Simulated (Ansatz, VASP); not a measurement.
# Pb in VASP and in Ansatz

```
Pb
1.0
     3.61920    0.00000    0.00000
    -1.80960    3.13432    0.00000
     0.00000    0.00000    5.36640
Pb
2
Cartesian
  0.0000 2.0895 1.3416
  1.8096 1.0448 4.0248
```

Change from the starting cell: strain +0.040 along x and y, -0.040 along z, atoms carried along.

Alike in both runs: task single point; functional r2SCAN; k mesh 18 × 18 × 10; occupations gaussian, width 0.15 eV; no spin polarisation.

|  | VASP | Ansatz |
| --- | --- | --- |
| version | VASP 6.6.1 | Ansatz 0.2.0 |
| potentials or method | VASP PAW PBE potentials, release 64 (Pb_d), cutoff 520 eV | scalar-relativistic, plane waves, PAW |
| valence electrons in the cell | 28 | 28 |

Ansatz gave:

```
gap on the k mesh at the Fermi level (eV)                     : none
pressure (GPa)                                                : 1.2
traceless stress, the component that is largest in VASP (GPa) : 2.33
```

Task: Estimate VASP's values.

Result: gap on the k mesh at the Fermi level (eV): none; pressure (GPa): 1.2; traceless stress, the component that is largest in VASP (GPa): 2.34.

VASP's potentials were made for PBE, not for r2SCAN. A gap of «none» marks a metal or a gap that the smearing closes.

Spin-orbit coupling is off throughout.
